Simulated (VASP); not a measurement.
# KF (Pm-3m) in VASP: further runs

The runs below take KF through single point, with PBEsol.

Everything below comes from runs of VASP 6.6.1. Logs are shortened: lines on timing, memory, paths and dates and some standing lists are left out, and cuts for length are marked.

**1. The cell of the first run**

The structure is cubic, space group Pm-3m (No. 221). Conventional cell: a = 2.998 Å, b = 2.998 Å, c = 2.998 Å, α = 90.00°, β = 90.00°, γ = 90.00°. K (site symmetry m-3m) has 8 F at 2.60 Å and 6 K at 3.00 Å within 3.4 Å. F (site symmetry m-3m) has 8 K at 2.60 Å and 6 F at 3.00 Å within 3.4 Å.

**2. Single point, PBEsol (strain -0.080 along x and y, -0.080 along z)**

The input, INCAR:

```
PREC = Accurate
ENCUT = 520
EDIFF = 1E-7
ISMEAR = 0
SIGMA = 0.05
LREAL = False
LASPH = True
NELM = 60
ALGO = Normal
ISIF = 2
LWAVE = False
LCHARG = True
GGA = PS
LELF = True
LVHAR = True
NBANDS = 15
```

The input, KPOINTS:

```
Automatic mesh
0
Gamma
  8 8 8
```

The input, POSCAR:

```
KF
1.0
    2.9982386000      0.0000000000      0.0000000000
    0.0000000000      2.9982386000      0.0000000000
    0.0000000000      0.0000000000      2.9982386000
K F
1 1
Direct
    0.0000000000      0.0000000000      0.0000000000
    0.5000000000      0.5000000000      0.5000000000
```

Potentials or basis: VASP PAW PBE potentials, release 64 (K_sv, F).

The run is started by

```console
> cat potpaw_PBE.64/K_sv/POTCAR potpaw_PBE.64/F/POTCAR > POTCAR
> mpirun -np 1 vasp_std > vasp.out
```

OUTCAR:

```text
PREC = Accurate
   ENCUT = 520
   EDIFF = 1E-7
   ISMEAR = 0
   LREAL = False
   LASPH = True
   NELM = 60
   ISIF = 2
   GGA = PS

 ion  position               nearest neighbor table
   1  0.000  0.000  0.000-   2 2.60   2 2.60   2 2.60   2 2.60   2 2.60   2 2.60   2 2.60   2 2.60

   2  0.500  0.500  0.500-   1 2.60   1 2.60   1 2.60   1 2.60   1 2.60   1 2.60   1 2.60   1 2.60

  LATTYP: Found a simple cubic cell.
 ALAT       =     2.9982386000

  Lattice vectors:

 A1 = (   2.9982386000,   0.0000000000,   0.0000000000)
 A2 = (   0.0000000000,   2.9982386000,   0.0000000000)
 A3 = (   0.0000000000,   0.0000000000,   2.9982386000)

Analysis of symmetry for initial positions (statically):
=====================================================================
 Subroutine PRICEL returns:
 Original cell was already a primitive cell.

 Routine SETGRP: Setting up the symmetry group for a
 simple cubic supercell.

 Subroutine GETGRP returns: Found 48 space group operations
 (whereof 48 operations were pure point group operations)
 out of a pool of 48 trial point group operations.

The static configuration has the point symmetry O_h .

Analysis of symmetry for dynamics (positions and initial velocities):
=====================================================================
 Subroutine PRICEL returns:
 Original cell was already a primitive cell.

 Routine SETGRP: Setting up the symmetry group for a
 simple cubic supercell.

 Subroutine GETGRP returns: Found 48 space group operations
 (whereof 48 operations were pure point group operations)
 out of a pool of 48 trial point group operations.

The dynamic configuration has the point symmetry O_h .

 Subroutine INISYM returns: Found 48 space group operations
 (whereof 48 operations are pure point group operations),
 and found     1 'primitive' translations

----------------------------------------------------------------------------------------

                                     Primitive cell

  volume of cell :      26.9525

  direct lattice vectors                    reciprocal lattice vectors
     2.998238600  0.000000000  0.000000000     0.333529159  0.000000000  0.000000000
     0.000000000  2.998238600  0.000000000     0.000000000  0.333529159  0.000000000
     0.000000000  0.000000000  2.998238600     0.000000000  0.000000000  0.333529159

  length of vectors
     2.998238600  2.998238600  2.998238600     0.333529159  0.333529159  0.333529159

  position of ions in fractional coordinates (direct lattice)
     0.000000000  0.000000000  0.000000000
     0.500000000  0.500000000  0.500000000

  ion indices of the primitive-cell ions
   primitive index   ion index
                 1           1
                 2           2

----------------------------------------------------------------------------------------

 KPOINTS: Automatic mesh

Automatic generation of k-mesh.
 Grid dimensions read from file:
 generate k-points for:    8    8    8

 Generating k-lattice:

  Cartesian coordinates                     Fractional coordinates (reciprocal lattice)
     0.041691145  0.000000000  0.000000000     0.125000000  0.000000000  0.000000000
     0.000000000  0.041691145  0.000000000     0.000000000  0.125000000  0.000000000
     0.000000000  0.000000000  0.041691145     0.000000000  0.000000000  0.125000000

  Length of vectors
     0.041691145  0.041691145  0.041691145

  Shift w.r.t. Gamma in fractional coordinates (k-lattice)
     0.000000000  0.000000000  0.000000000

 Subroutine IBZKPT returns following result:
 ===========================================

 Found     35 irreducible k-points:

 Following reciprocal coordinates:
            Coordinates               Weight
  0.000000  0.000000  0.000000      1.000000
  0.125000  0.000000  0.000000      6.000000
  0.250000  0.000000  0.000000      6.000000
  0.375000  0.000000  0.000000      6.000000
  0.500000  0.000000  0.000000      3.000000
  0.125000  0.125000  0.000000     12.000000
[... 16 lines left out ...]
  0.375000  0.375000  0.125000     24.000000
  0.500000  0.375000  0.125000     24.000000
 [... further k-points ...]
   k-points           NKPTS =     35   k-points in BZ     NKDIM =     35   number of bands    NBANDS=     15
   number of dos      NEDOS =    301   number of ions     NIONS =      2
   total plane-waves  NPLWV =  13824
   dimension x,y,z NGX =    24 NGY =   24 NGZ =   24
   dimension x,y,z NGXF=    48 NGYF=   48 NGZF=   48
   ions per type =               1   1
   NGX,Y,Z   is equivalent  to a cutoff of  13.31, 13.31, 13.31 a.u.
   NGXF,Y,Z  is equivalent  to a cutoff of  26.61, 26.61, 26.61 a.u.
 SYSTEM =  unknown system
   PREC   = accura    normal or accurate (medium, high low for compatibility)
   ISTART =      0    job   : 0-new  1-cont  2-samecut
   ICHARG =      2    charge: 1-file 2-atom 10-const
   ISPIN  =      1    spin polarized calculation?
   LNONCOLLINEAR =      F non collinear calculations
   LSORBIT =      F    spin-orbit coupling
   LASPH  =      T    aspherical Exc in radial PAW
   ENCUT  =  520.0 eV  38.22 Ry    6.18 a.u.   5.57  5.57  5.57*2*pi/ulx,y,z
   NELM   =     60;   NELMIN=  2; NELMDL= -5     # of ELM steps
   EDIFF  = 0.1E-06   stopping-criterion for ELM
   LREAL  =      F    real-space projection
   EDIFFG = 0.1E-05   stopping-criterion for IOM
   NSW    =      0    number of steps for IOM
   IBRION =     -1    ionic relax: 0-MD 1-quasi-New 2-CG
   NFREE  =      0    steps in history (QN), initial steepest desc. (CG)
   ISIF   =      2    stress and relaxation
   ISYM   =      2    0-nonsym 1-usesym 2-fastsym
   POTIM  = 0.5000    time-step for ionic-motion
   TEBEG  =    0.0;   TEEND  =   0.0 temperature during run
   PSTRESS=    0.0 pullay stress
   NELECT =      16.0000    total number of electrons
   NUPDOWN=      -1.0000    fix difference up-down
   EMIN   =  10.00;   EMAX   =-10.00  energy-range for DOS
   EFERMI =   0.00;   METHOD = LEGACY
   ISMEAR =     0;   SIGMA  =   0.05  broadening in eV -4-tet -1-fermi 0-gaus
   EFERMI_NEDOS =   21; number of points for ismear=-14 and -15
   IALGO  =     38    algorithm
   IMIX   =      4    mixing-type and parameters
     AMIX     =   0.40;   BMIX     =  1.00
     AMIX_MAG =   1.60;   BMIX_MAG =  1.00
  volume/ion in A,a.u.               =      13.48        90.94
  Fermi-wavevector in a.u.,A,eV,Ry     =   1.375884  2.600045 25.756619  1.893058
  Thomas-Fermi vector in A             =   2.501180
   LORBIT       =      0    0 simple, 1 ext, 2 COOP (PROOUT), +10 PAW based schemes
   GGA     = PS    functional components
   LHFCALC =     F    Hartree Fock is set to
   AEXX    =    0.0000 exact exchange contribution
   IVDW    =     0    specifies the selected vdW correction
   LEPSILON=     F    determine dielectric tensor
   LRPA    =     F    only Hartree local field effects (RPA)
 non-spin polarized calculation
 Gauss-broadening in eV      SIGMA  =   0.05
  energy-cutoff  :      520.00
  volume of cell :       26.95
 maximum number of plane-waves:       743
 NGX is ok and might be reduce to    24
   NGX = 11   NGY = 11   NGZ = 11

 number of electron      16.0000005 magnetization

 Free energy of the ion-electron system (eV)
  ---------------------------------------------------
  ext. energy  EPLUGINS =         0.00000000
  ---------------------------------------------------
  free energy    TOTEN  =        -8.20213845 eV

  energy without entropy =       -8.20213845  energy(sigma->0) =       -8.20213845

 E-fermi :  -0.8775     XC(G=0): -10.5883

 val. band max:       -1.2070543111   @ k =   0.0000   0.0000   0.0000
 cond. band min:       6.8935768928   @ k =   0.0000   0.0000   0.0000
 fundamental gap:      8.1006312039
 Fermi energy:        -0.8774592414

 k-point     1 :       0.0000    0.0000    0.0000
  band No.  band energies     occupation
      1     -27.6488      2.00000
      2     -20.2279      2.00000
      3     -10.2938      2.00000
      4     -10.2938      2.00000
      5     -10.2938      2.00000
      6      -1.2071      2.00000
      7      -1.2071      2.00000
      8      -1.2071      2.00000
      9       6.8936      0.00000
     10       7.1450      0.00000
     11       7.1450      0.00000
     12      14.2298      0.00000
     13      14.2298      0.00000
     14      14.2298      0.00000
     15      23.2352      0.00000

 k-point     2 :       0.1250    0.0000    0.0000
  band No.  band energies     occupation
      1     -27.6010      2.00000
      2     -20.2550      2.00000
      3     -10.4761      2.00000
      4     -10.2578      2.00000
      5     -10.2578      2.00000
      6      -1.4982      2.00000
      7      -1.2484      2.00000
      8      -1.2484      2.00000
      9       7.2974      0.00000
     10       7.3632      0.00000
     11       7.7223      0.00000
     12      13.9116      0.00000
     13      13.9116      0.00000
     14      14.2962      0.00000
     15      21.6338      0.00000

 k-point     3 :       0.2500    0.0000    0.0000
  band No.  band energies     occupation
      1     -27.4821      2.00000
      2     -20.3283      2.00000
      3     -10.8801      2.00000
      4     -10.1688      2.00000
      5     -10.1688      2.00000
      6      -2.1241      2.00000
      7      -1.3521      2.00000
      8      -1.3521      2.00000
      9       7.7065      0.00000
     10       8.3469      0.00000
     11       9.3522      0.00000
     12      13.2663      0.00000
     13      13.2663      0.00000
     14      14.4626      0.00000
     15      19.2500      0.00000
[... 343 lines left out ...]
 k-point    23 :       0.3750    0.3750    0.1250
  band No.  band energies     occupation
      1     -27.1003      2.00000
      2     -20.2133      2.00000
      3     -11.5188      2.00000
      4     -11.3919      2.00000
      5     -10.1701      2.00000
      6      -2.1293      2.00000
      7      -1.9050      2.00000
      8      -1.4823      2.00000
      9       8.7645      0.00000
     10       9.2959      0.00000
     11      11.5918      0.00000
     12      11.7353      0.00000
     13      13.2538      0.00000
     14      14.5635      0.00000
     15      18.9150      0.00000

 k-point    24 :       0.5000    0.3750    0.1250
  band No.  band energies     occupation
      1     -27.0609      2.00000
      2     -20.1837      2.00000
      3     -11.6645      2.00000
      4     -11.4911      2.00000
      5     -10.1378      2.00000
      6      -2.0734      2.00000
      7      -1.9842      2.00000
      8      -1.4695      2.00000
      9       8.4921      0.00000
     10       9.2698      0.00000
     11      11.3966      0.00000
     12      11.6214      0.00000
     13      13.8775      0.00000
     14      15.9522      0.00000
     15      17.8207      0.00000

 [... further k-points ...]
[... 5 lines left out ...]
  --------------------------------------------------------------------------------------
  -------------------------------------------------------------------------------------
  Total        1.8148288      1.8148288      1.8148288      0.0000000      0.0000000     -0.0000000
  in kB      107.8816729    107.8816729    107.8816729      0.0000000      0.0000000     -0.0000000
  external PRESSURE =     107.8816729 kB  Pullay stress =       0.0000000 kB

 VOLUME and BASIS-vectors are now :
 -----------------------------------------------------------------------------
  energy-cutoff  :      520.00
  volume of cell :       26.95
      direct lattice vectors                 reciprocal lattice vectors
     2.998238600  0.000000000  0.000000000     0.333529159  0.000000000  0.000000000
     0.000000000  2.998238600  0.000000000     0.000000000  0.333529159  0.000000000
     0.000000000  0.000000000  2.998238600     0.000000000  0.000000000  0.333529159

 POSITION                                       TOTAL-FORCE (eV/Angst)
 -----------------------------------------------------------------------------------
      0.00000      0.00000      0.00000         0.000000      0.000000      0.000000
      1.49912      1.49912      1.49912         0.000000      0.000000      0.000000
 -----------------------------------------------------------------------------------
    total drift:                                0.000000      0.000000     -0.000000

  FREE ENERGIE OF THE ION-ELECTRON SYSTEM (eV)
  ---------------------------------------------------
  free  energy   TOTEN  =        -8.2021384504 eV

  energy  without entropy=       -8.2021384504  energy(sigma->0) =       -8.20213845
```

Run time: 7.6 s. Hardware: 1 thread of Intel Xeon Platinum 8488C (Sapphire Rapids), shared host; peak memory 0.14 GiB.

Results:

```
Free energy            : -8.2021 eV
Pressure               : 10.8 GPa
Band gap on the k mesh : 8.10 eV, direct
```

Levels at points of the mesh, in eV from the valence-band top:
| k point | band 5 | band 6 | band 7 | band 8 | band 9 | band 10 | band 11 | band 12 |
| --- | --- | --- | --- | --- | --- | --- | --- | --- |
| (0.00, 0.00, 0.00) | -9.09 | 0.00 | 0.00 | 0.00 | 8.10 | 8.35 | 8.35 | 15.44 |
| (0.50, 0.00, 0.00) | -8.83 | -1.68 | -0.30 | -0.30 | 9.64 | 10.96 | 13.46 | 13.76 |
| (0.50, 0.50, 0.00) | -8.67 | -0.64 | -0.64 | -0.04 | 8.99 | 9.71 | 12.82 | 12.82 |
| (0.50, 0.50, 0.50) | -10.10 | -1.64 | -1.64 | -1.64 | 11.58 | 11.58 | 11.58 | 17.78 |

Caveat: the cell differs from its parent crystal (strain -0.080 along x and y, -0.080 along z); the PAW data sets were made with another functional, which shifts forces and pressure a little. A k mesh can miss the band edges.

**3. Single point, PBEsol (strain -0.040 along x and y, -0.040 along z)**

The input, INCAR:

```
PREC = Accurate ; ENCUT = 520
EDIFF = 1E-6 ; ISMEAR = 0
SIGMA = 0.05 ; LREAL = False
LASPH = True ; NELM = 100
ALGO = Normal ; ISIF = 2
LWAVE = False ; LCHARG = True
GGA = PS ; LELF = True
LVHAR = True ; NBANDS = 15
```

The input, KPOINTS:

```
regular mesh
0
Gamma
  8 8 8
```

The input, POSCAR:

```
KF
1.0
    3.1285968000      0.0000000000      0.0000000000
    0.0000000000      3.1285968000      0.0000000000
    0.0000000000      0.0000000000      3.1285968000
K F
1 1
Direct
    0.0000000000      0.0000000000      0.0000000000
    0.5000000000      0.5000000000      0.5000000000
```

Potentials or basis: VASP PAW PBE potentials, release 64 (K_sv, F).

The run is started by

```console
> cat potpaw_PBE.64/K_sv/POTCAR potpaw_PBE.64/F/POTCAR > POTCAR
> mpirun -np 1 vasp_std > vasp.out
```

OUTCAR:

```text
PREC = Accurate
   ENCUT = 520
   EDIFF = 1E-6
   ISMEAR = 0
   LREAL = False
   LASPH = True
   NELM = 100
   ISIF = 2
   GGA = PS

 ion  position               nearest neighbor table
   1  0.000  0.000  0.000-   2 2.71   2 2.71   2 2.71   2 2.71   2 2.71   2 2.71   2 2.71   2 2.71

   2  0.500  0.500  0.500-   1 2.71   1 2.71   1 2.71   1 2.71   1 2.71   1 2.71   1 2.71   1 2.71

  LATTYP: Found a simple cubic cell.
 ALAT       =     3.1285968000

  Lattice vectors:

 A1 = (   3.1285968000,   0.0000000000,   0.0000000000)
 A2 = (   0.0000000000,   3.1285968000,   0.0000000000)
 A3 = (   0.0000000000,   0.0000000000,   3.1285968000)

Analysis of symmetry for initial positions (statically):
=====================================================================
 Subroutine PRICEL returns:
 Original cell was already a primitive cell.

 Routine SETGRP: Setting up the symmetry group for a
 simple cubic supercell.

 Subroutine GETGRP returns: Found 48 space group operations
 (whereof 48 operations were pure point group operations)
 out of a pool of 48 trial point group operations.

The static configuration has the point symmetry O_h .

Analysis of symmetry for dynamics (positions and initial velocities):
[... 169 lines left out ...]
      1     -28.3302      2.00000
      2     -20.6300      2.00000
      3     -11.2411      2.00000
      4     -11.2411      2.00000
      5     -11.2411      2.00000
      6      -1.7707      2.00000
      7      -1.7707      2.00000
      8      -1.7707      2.00000
      9       5.2418      0.00000
     10       6.5710      0.00000
     11       6.5710      0.00000
     12      12.8773      0.00000
     13      12.8773      0.00000
     14      12.8773      0.00000
[... 401 lines left out ...]
      2     -20.5482      2.00000
      3     -12.2585      2.00000
      4     -12.1179      2.00000
      5     -11.1452      2.00000
      6      -2.5506      2.00000
      7      -2.4334      2.00000
      8      -1.9505      2.00000
      9       7.5408      0.00000
     10       8.2183      0.00000
     11      10.3103      0.00000
     12      10.5299      0.00000
     13      12.1676      0.00000
     14      13.7859      0.00000
     15      15.7621      0.00000

 [... further k-points ...]
[... 5 lines left out ...]
  --------------------------------------------------------------------------------------
  -------------------------------------------------------------------------------------
  Total        0.4010455      0.4010455      0.4010455      0.0000000      0.0000000      0.0000000
  in kB       20.9824133     20.9824133     20.9824133      0.0000000      0.0000000      0.0000000
  external PRESSURE =      20.9824133 kB  Pullay stress =       0.0000000 kB

 VOLUME and BASIS-vectors are now :
 -----------------------------------------------------------------------------
  energy-cutoff  :      520.00
  volume of cell :       30.62
      direct lattice vectors                 reciprocal lattice vectors
     3.128596800  0.000000000  0.000000000     0.319632111  0.000000000  0.000000000
     0.000000000  3.128596800  0.000000000     0.000000000  0.319632111  0.000000000
     0.000000000  0.000000000  3.128596800     0.000000000  0.000000000  0.319632111

 POSITION                                       TOTAL-FORCE (eV/Angst)
 -----------------------------------------------------------------------------------
      0.00000      0.00000      0.00000         0.000000      0.000000      0.000000
      1.56430      1.56430      1.56430         0.000000      0.000000      0.000000
 -----------------------------------------------------------------------------------
    total drift:                                0.000000      0.000000     -0.000000

  FREE ENERGIE OF THE ION-ELECTRON SYSTEM (eV)
  ---------------------------------------------------
  free  energy   TOTEN  =        -8.3447243317 eV

  energy  without entropy=       -8.3447243317  energy(sigma->0) =       -8.34472433
```

stdout:

```text
POSCAR found type information on POSCAR K F
 POSCAR found :  2 types and       2 ions
 scaLAPACK will be used
 -----------------------------------------------------------------------------
|                                                                             |
|                                                                             |
|     You enforced a specific xc type in the INCAR file but a different       |
|     I HOPE YOU KNOW WHAT YOU ARE DOING!                                     |
|                                                                             |
 -----------------------------------------------------------------------------

 LDA part: xc-table for (Slater+PW92), standard interpolation
 POSCAR, INCAR and KPOINTS ok, starting setup
 FFT: planning ... GRIDC
 FFT: planning ... GRID_SOFT
 FFT: planning ... GRID
 WAVECAR not read
 entering main loop
```

Wall time 13 s (1 thread of Intel Xeon Platinum 8488C (Sapphire Rapids), shared host); peak memory 0.14 GiB.

Results:

```yaml
Free_energy: -8.3447 eV
Pressure: 2.1 GPa
Band_gap_on_the_k_mesh: 6.99 eV, indirect (least direct gap 7.01 eV)
```

Caveat: the cell differs from its parent crystal (strain -0.040 along x and y, -0.040 along z); the PAW data sets were made with another functional, which shifts forces and pressure a little. A k mesh can miss the band edges.
